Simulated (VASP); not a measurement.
# MnF2 (P4_2/mnm) in VASP: further runs

MnF2 is run at these levels: revPBE+D4+U, r2SCAN+U, PBE+U; tasks: single point.

All numbers are computed with VASP 6.6.1; they aren't measurements. Logs are shortened: lines on timing, memory, paths and dates and some standing lists are left out, and cuts for length are marked.

## Step 1: The cell of the first run

It takes space group P4_2/mnm (No. 136, tetragonal). The conventional cell has a = 4.844 Å, b = 4.844 Å, c = 3.351 Å, α = 90.00°, β = 90.00°, γ = 90.00°. Mn (site symmetry mmm) has 6 F at 2.09 to 2.14 Å within 2.8 Å. Within 2.8 Å of F (site symmetry m2m) lie 3 Mn at 2.09 to 2.14 Å and 1 F at 2.68 Å.

## Step 2: Single point, revPBE+D4+U, collinear spin, ferromagnetic start

Contents of INCAR:

```
PREC     = Accurate       # precision mode
ENCUT    = 520            # plane-wave cutoff, eV
EDIFF    = 1E-7           # SCF threshold, eV
ISMEAR   = 0              # smearing method
SIGMA    = 0.05           # smearing width, eV
LREAL    = False          # projectors in reciprocal space
LASPH    = True           # aspherical terms in the spheres
NELM     = 150            # most SCF steps
ALGO     = Normal         # electronic algorithm
ISIF     = 2              # what is computed and relaxed
LWAVE    = False          # write WAVECAR
LCHARG   = False          # write CHGCAR
ISPIN    = 2              # spin polarisation
MAGMOM   = 4.65 4.65 0 0 0 0 # initial moments
LORBIT   = 11             # projections on sites
LMAXMIX  = 4              # l up to which the mixer works
LDAU     = True           # DFT+U
LDAUTYPE = 2            
LDAUL    = 2 -1           # shell
LDAUU    = 3.9 0          # U, eV
LDAUJ    = 0 0          
LDAUPRINT= 1            
GGA      = RE             # functional
IVDW     = 13             # dispersion correction
NBANDS   = 40             # bands
```

Contents of KPOINTS:

```
Automatic mesh
0
Gamma
  6 6 8
```

Contents of POSCAR:

```
MnF2
1.0
    4.8435660958      0.0000000000      0.0000000000
    0.0000000000      4.8435660958      0.0000000000
    0.0000000000      0.0000000000      3.3507994858
Mn F
2 4
Direct
    0.0000000000      0.0000000000      0.0000000000
    0.5000000000      0.5000000000      0.5000000000
    0.3045603225      0.3045603225      0.0000000000
    0.1954396775      0.8045603225      0.5000000000
    0.6954396775      0.6954396775      0.0000000000
    0.8045603225      0.1954396775      0.5000000000
```

Potentials or basis: VASP PAW PBE potentials, release 64 (Mn_pv, F).

Run with:

```sh
> cat potpaw_PBE.64/Mn_pv/POTCAR potpaw_PBE.64/F/POTCAR > POTCAR
> mpirun -np 1 vasp_std > vasp.out
```

OUTCAR:

```text
PREC = Accurate
   ENCUT = 520
   EDIFF = 1E-7
   ISMEAR = 0
   LREAL = False
   LASPH = True
   NELM = 150
   ISIF = 2
   ISPIN = 2
   LORBIT = 11
   GGA = RE
   IVDW = 13

 ion  position               nearest neighbor table
   1  0.000  0.000  0.000-   3 2.09   5 2.09   4 2.14   6 2.14   4 2.14   6 2.14
   2  0.500  0.500  0.500-   4 2.09   6 2.09   5 2.14   3 2.14   3 2.14   5 2.14
   3  0.305  0.305  0.000-   1 2.09   2 2.14   2 2.14
   4  0.195  0.805  0.500-   2 2.09   1 2.14   1 2.14
   5  0.695  0.695  0.000-   1 2.09   2 2.14   2 2.14
   6  0.805  0.195  0.500-   2 2.09   1 2.14   1 2.14

  LATTYP: Found a simple tetragonal cell.
 ALAT       =     4.8435660958
 C/A-ratio  =     0.6918042243

  Lattice vectors:

 A1 = (   4.8435660958,   0.0000000000,   0.0000000000)
 A2 = (   0.0000000000,   4.8435660958,   0.0000000000)
 A3 = (   0.0000000000,   0.0000000000,   3.3507994858)

Analysis of symmetry for initial positions (statically):
=====================================================================
 Subroutine PRICEL returns:
 Original cell was already a primitive cell.

 Routine SETGRP: Setting up the symmetry group for a
 simple tetragonal supercell.

 Subroutine GETGRP returns: Found 16 space group operations
 (whereof  8 operations were pure point group operations)
 out of a pool of 16 trial point group operations.

The static configuration has the point symmetry D_2h.
 The point group associated with its full space group is D_4h.

Analysis of symmetry for dynamics (positions and initial velocities):
=====================================================================
 Subroutine PRICEL returns:
 Original cell was already a primitive cell.

 Routine SETGRP: Setting up the symmetry group for a
 simple tetragonal supercell.

 Subroutine GETGRP returns: Found 16 space group operations
 (whereof  8 operations were pure point group operations)
 out of a pool of 16 trial point group operations.

The dynamic configuration has the point symmetry D_2h.
 The point group associated with its full space group is D_4h.

Analysis of structural, dynamic, and magnetic symmetry:
=====================================================================
 Subroutine PRICEL returns:
 Original cell was already a primitive cell.

 Routine SETGRP: Setting up the symmetry group for a
 simple tetragonal supercell.

 Subroutine GETGRP returns: Found 16 space group operations
 (whereof  8 operations were pure point group operations)
 out of a pool of 16 trial point group operations.

The overall configuration has the point symmetry D_2h.
 The point group associated with its full space group is D_4h.

 Subroutine INISYM returns: Found 16 space group operations
 (whereof  8 operations are pure point group operations),
 and found     1 'primitive' translations

----------------------------------------------------------------------------------------

                                     Primitive cell

  volume of cell :      78.6102

  direct lattice vectors                    reciprocal lattice vectors
     4.843566096  0.000000000  0.000000000     0.206459452  0.000000000  0.000000000
     0.000000000  4.843566096  0.000000000     0.000000000  0.206459452  0.000000000
     0.000000000  0.000000000  3.350799486     0.000000000  0.000000000  0.298436240

  length of vectors
     4.843566096  4.843566096  3.350799486     0.206459452  0.206459452  0.298436240

  position of ions in fractional coordinates (direct lattice)
     0.000000000  0.000000000  0.000000000
     0.500000000  0.500000000  0.500000000
     0.304560323  0.304560323  0.000000000
     0.195439677  0.804560323  0.500000000
     0.695439677  0.695439677  0.000000000
     0.804560323  0.195439677  0.500000000

  ion indices of the primitive-cell ions
   primitive index   ion index
                 1           1
                 2           2
                 3           3
                 4           4
[... 119 lines left out ...]

 onsite density matrix

spin component  1

  0.9711  0.0000 -0.0199  0.0000 -0.0000
[... 24 lines left out ...]
  o =  0.9500  v =  0.0000  0.7071  0.0000 -0.7071  0.0000  0.0000  0.0000  0.0000  0.0000  0.0000      0.0000  0.0000  0.0000  0.0000  0.0000  0.0000  0.0000  0.0000  0.0000  0.0000
  o =  0.9809  v =  0.0000 -0.7071  0.0000 -0.7071 -0.0000  0.0000  0.0000  0.0000  0.0000  0.0000      0.0000  0.0000  0.0000  0.0000  0.0000  0.0000  0.0000  0.0000  0.0000  0.0000
  o =  0.9868  v = -0.7843  0.0000 -0.6203  0.0000 -0.0000  0.0000  0.0000  0.0000  0.0000  0.0000      0.0000  0.0000  0.0000  0.0000  0.0000  0.0000  0.0000  0.0000  0.0000  0.0000

 number of electron      54.0000008 magnetization      10.0000016

 Free energy of the ion-electron system (eV)
  ---------------------------------------------------
  ext. energy  EPLUGINS =         0.00000000
  ---------------------------------------------------
  free energy    TOTEN  =       -36.43507751 eV

  energy without entropy =      -36.43507751  energy(sigma->0) =      -36.43507751

 E-fermi :   2.5120     XC(G=0):  -9.4072

 val. band max:        2.3065471466   @ k =   0.0000   0.0000   0.0000
 cond. band min:       4.8696924392   @ k =   0.0000   0.0000   0.0000
 fundamental gap:      2.5631452926
 Fermi energy:         2.5119877676

 spin component 1

 k-point     1 :       0.0000    0.0000    0.0000
  band No.  band energies     occupation
      1     -46.7057      1.00000
      2     -46.7057      1.00000
      3     -46.6337      1.00000
      4     -46.6317      1.00000
      5     -46.6296      1.00000
      6     -46.6296      1.00000
[... 2009 lines left out ...]
     38      14.9800      0.00000
     39      15.5929      0.00000

 [... further k-points ...]

 [bands above 39 left out]

------------------------ aborting loop because EDIFF is reached ----------------------------------------

  DFT-D4 for vdW energy calculation

  Edisp (eV):   -1.78357

  FORCE on cell =-STRESS in cart. coord.  units (eV):
  Direction    XX          YY          ZZ          XY          YZ          ZX
  --------------------------------------------------------------------------------------
  -------------------------------------------------------------------------------------
  Total       2.15608     2.15608     2.02053    -0.00000     0.00000     0.00000
  in kB      43.94363    43.94363    41.18100    -0.00000     0.00000     0.00000
  external pressure =       43.02 kB  Pullay stress =        0.00 kB

 VOLUME and BASIS-vectors are now :
 -----------------------------------------------------------------------------
  energy-cutoff  :      520.00
  volume of cell :       78.61
      direct lattice vectors                 reciprocal lattice vectors
     4.843566096  0.000000000  0.000000000     0.206459452  0.000000000  0.000000000
     0.000000000  4.843566096  0.000000000     0.000000000  0.206459452  0.000000000
     0.000000000  0.000000000  3.350799486     0.000000000  0.000000000  0.298436240

 POSITION                                       TOTAL-FORCE (eV/Angst)
 -----------------------------------------------------------------------------------
      0.00000      0.00000      0.00000         0.000000      0.000000      0.000000
      2.42178      2.42178      1.67540         0.000000      0.000000      0.000000
      1.47516      1.47516      0.00000         0.010797      0.010797     -0.000000
      0.94662      3.89694      1.67540        -0.010797      0.010797      0.000000
      3.36841      3.36841      0.00000        -0.010797     -0.010797      0.000000
      3.89694      0.94662      1.67540         0.010797     -0.010797      0.000000
 -----------------------------------------------------------------------------------
    total drift:                                0.000000      0.000000      0.000000

  FREE ENERGIE OF THE ION-ELECTRON SYSTEM (eV)
  ---------------------------------------------------
  free  energy   TOTEN  =       -38.2186503392 eV

  energy  without entropy=      -38.2186503392  energy(sigma->0) =      -38.21865034

 total charge

# of ion       s       p       d       tot
------------------------------------------
    1        0.161   6.145   4.949  11.254
    2        0.161   6.145   4.949  11.254
    3        1.737   4.392   0.000   6.129
    4        1.737   4.392   0.000   6.129
    5        1.737   4.392   0.000   6.129
    6        1.737   4.392   0.000   6.129
--------------------------------------------------
tot          7.270  29.857   9.897  47.024

 magnetization (x)

# of ion       s       p       d       tot
------------------------------------------
    1        0.024   0.023   4.650   4.697
    2        0.024   0.023   4.650   4.697
    3        0.007   0.047   0.000   0.054
    4        0.007   0.047   0.000   0.054
    5        0.007   0.047   0.000   0.054
    6        0.007   0.047   0.000   0.054
--------------------------------------------------
tot          0.074   0.235   9.300   9.610
```

It took 1.8 min on 1 thread of Intel Xeon 6975P-C (Granite Rapids), shared host; peak memory 0.35 GiB.

Results:

| Property | Result |
| --- | --- |
| Free energy | -38.2187 eV |
| Pressure | 4.3 GPa |
| Largest force | 0.015 eV/Å |
| Band gap on the k mesh | 2.56 eV, direct |
| Net moment | 10.00 μB per cell |
| Site moments | Mn +4.70; F +0.05 μB |
| Valence electrons inside the program's atomic spheres | Mn 11.25; F 6.13 |
| Dispersion energy per atom | -0.297 eV |

Forces in eV/Å, atoms in the order of the input:
```
Mn   0.000  0.000  0.000
Mn   0.000  0.000  0.000
F    0.011  0.011  0.000
F   -0.011  0.011  0.000
F   -0.011 -0.011  0.000
F    0.011 -0.011  0.000
```

Stress tensor (GPa, compression positive):
```
4.39 0.00 0.00
0.00 4.39 0.00
0.00 0.00 4.12
```

Levels at points of the mesh, in eV from the valence-band top:
Spin up:
```
           k point  band 29  band 30  band 31  band 32  band 33  band 34  band 35  band 36
(0.00, 0.00, 0.00)    -1.70    -0.65    -0.65     0.00     2.56     7.94     7.94     9.12
(0.50, 0.00, 0.00)    -0.87    -0.87    -0.79    -0.79     4.94     4.94     9.21     9.21
(0.50, 0.50, 0.00)    -1.29    -1.29    -0.65    -0.65     6.35     6.35     7.08     7.08
(0.00, 0.00, 0.50)    -1.55    -1.55    -1.18    -1.18     7.06     7.06    10.88    10.88
(0.50, 0.00, 0.50)    -1.84    -1.84    -0.32    -0.32     8.22     8.22     8.33     8.33
(0.50, 0.50, 0.50)    -1.57    -1.57    -0.91    -0.91     8.11     8.11     9.43     9.43
```
Spin down:
```
           k point  band 20  band 21  band 22  band 23  band 24  band 25
(0.00, 0.00, 0.00)    -3.34    -3.34    -3.07     3.54     4.72     5.18
(0.50, 0.00, 0.00)    -4.09    -3.37    -3.37     4.88     4.88     5.45
(0.50, 0.50, 0.00)    -3.79    -3.65    -3.65     4.82     4.82     5.39
(0.00, 0.00, 0.50)    -3.95    -3.71    -3.71     5.24     5.24     5.28
(0.50, 0.00, 0.50)    -3.74    -3.55    -3.55     4.95     4.95     5.31
(0.50, 0.50, 0.50)    -3.52    -3.44    -3.44     5.25     5.25     5.28
```

Eigenvalues of the final occupation matrices:
```csv
site,spin,trace,eigenvalues
site 1 d,1,4.81,0.95 0.95 0.95 0.98 0.99
site 1 d,2,0.15,0.01 0.01 0.01 0.05 0.06
site 2 d,1,4.81,0.95 0.95 0.95 0.98 0.99
site 2 d,2,0.15,0.01 0.01 0.01 0.05 0.06
```

Caveat: the PAW data sets were made with another functional, which shifts forces and pressure a little; only a ferromagnetic start was run, and an antiferromagnetic order may lie lower in energy. The state reached can hang on the start; a lower one may exist.

(Continued in part 2 of 2.)
